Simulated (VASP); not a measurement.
## AlCu: single point with r2SCAN

The system is AlCu.

```
Al Cu
1.0
     3.03521   -0.32480   -0.32480
    -0.32480    3.03521   -0.32480
    -0.32480   -0.32480    3.03521
Al Cu
1 1
Direct
  0.00000 0.00000 0.00000
  0.50000 0.50000 0.50000
```

This cell differs from its parent crystal: ratio of the length along [111] to the lengths across it x 0.71, volume and fractional coordinates fixed.

```yaml
Program: VASP 6.6.1
Task: single point
Functional: r2SCAN
Potentials_or_basis: VASP PAW PBE potentials, release 64 (Al, Cu)
Cutoff: 520 eV
k_mesh: 18 × 18 × 18
Occupations: gaussian, width 0.15 eV
Spin: no spin polarisation
Dipole_correction: no
Further_INCAR_settings: ALGO = Normal; EDIFF = 1e-06; NBANDS = 14
```

```yaml
Pressure: 22.7 GPa
Band_gap_on_the_k_mesh: zero (bands 7 and 8 overlap by 5.08 eV)
```

Stress tensor (GPa, compression positive):
```
22.66 37.08 37.08
37.08 22.66 37.08
37.08 37.08 22.66
```

Levels at points of the mesh, in eV from the Fermi level:
| k point | band 4 | band 5 | band 6 | band 7 | band 8 | band 9 | band 10 | band 11 |
| --- | --- | --- | --- | --- | --- | --- | --- | --- |
| (0.00, 0.00, 0.00) | -4.57 | -3.65 | -3.65 | 3.73 | 6.78 | 6.78 | 8.18 | 8.18 |
| (0.50, 0.00, 0.00) | -4.60 | -3.88 | -3.72 | -2.95 | 6.22 | 6.80 | 7.67 | 8.58 |
| (0.50, 0.50, 0.00) | -4.37 | -4.16 | -3.36 | -1.41 | -1.20 | 2.91 | 8.10 | 11.26 |
| (0.50, 0.50, 0.50) | -3.45 | -3.45 | -0.11 | 0.42 | 0.42 | 1.70 | 2.09 | 2.09 |

It took 7 min on 1 thread of Intel Xeon 8259CL (shared host), peak memory 0.33 GiB.

Caveat: the cell stands under pressure; the PAW data sets were made with another functional, which shifts forces and pressure a little.
